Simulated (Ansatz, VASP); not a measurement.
**NaF in VASP and in Ansatz**

```
CELL_PARAMETERS angstrom
-0.01158 2.30931 2.30931
2.30931 -0.01158 2.30931
2.30931 2.30931 -0.01158
ATOMIC_POSITIONS crystal
Na 0.00000 0.00000 0.00000
F 0.50000 0.50000 0.50000
```

Change from the starting cell: equal xy, yz and zx engineering shears of -0.5 %.

Alike in both runs: functional PBEsol; k mesh 10 × 10 × 10; no spin polarisation.

Ansatz relaxed the structure, and its values are those at the end. VASP's run is a single point on that final structure, the one shown.

```csv
,VASP,Ansatz
version,VASP 6.6.1,Ansatz 0.2.0
potentials or method,"VASP PAW PBE potentials, release 64 (Na_pv, F), cutoff 520 eV","all-electron LAPW, scalar-relativistic"
occupations,"gaussian, width 0.01 eV",fixed
```

Ansatz gave:

| Quantity | Value |
| --- | --- |
| gap on the k mesh at the Fermi level (eV) | 6.17 |
| pressure (GPa) | 0.0 |

Problem. Which values does VASP return?

Solution. gap on the k mesh at the Fermi level (eV): 6.16; pressure (GPa): -0.1.

VASP's potentials were made for PBE, not for PBEsol. Ansatz ran all-electron here, and VASP with PAW potentials.
